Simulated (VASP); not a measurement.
Write the native input for VASP 6.6.1 that does the following.

- Task: single point
- Functional: PBE
- Potentials or basis: VASP PAW PBE potentials, release 64 (Pb_d, S)
- Cutoff: 520 eV
- k mesh: 9 × 9 × 5
- Occupations: fermi-dirac, width 0.1 eV
- Spin: no spin polarisation
- Dipole correction: no
- Further INCAR settings: ALGO = Normal; EDIFF = 1e-07; NBANDS = 28

The structure of PbS (wurtzite type) lies in POSCAR:

```
PbS
1.0
    4.3611075603      0.0000000000      0.0000000000
   -2.1805537802      3.7768299358      0.0000000000
    0.0000000000      0.0000000000      5.2879439124
Pb S
2 2
Direct
    0.3333333333      0.6666666667     -0.0619993222
    0.6666666667      0.3333333333      0.4380006778
    0.3333333333      0.6666666667      0.4379993222
    0.6666666667      0.3333333333      0.9379993222
```

The input as run:

INCAR

```
PREC = Accurate
ENCUT = 520
EDIFF = 1E-7
ISMEAR = -1
SIGMA = 0.1
LREAL = F
LASPH = T
NELM = 80
ALGO = Normal
ISIF = 2
LWAVE = F
LCHARG = F
GGA = PE
NBANDS = 28
```

KPOINTS

```
regular mesh
0
Gamma
  9 9 5
```

Potentials or basis: VASP PAW PBE potentials, release 64 (Pb_d, S).

Command:

```bash
$ cat potpaw_PBE.64/Pb_d/POTCAR potpaw_PBE.64/S/POTCAR > POTCAR
$ mpirun -np 1 vasp_std > vasp.out
```

Results of the run:

| Item | Value |
| --- | --- |
| Pressure | 39.9 GPa |
| Band gap on the k mesh | 0.45 eV (least direct gap 1.03 eV) |

Caveat: the cell stands under pressure; spin-orbit coupling is left out, which moves the levels of the heavy elements; an odd mesh through Γ misses points on the zone boundary, where band edges can lie.

Wall time 2.1 min on 1 thread of Intel Xeon 8259CL, with other jobs on the host, peak memory 0.23 GiB.
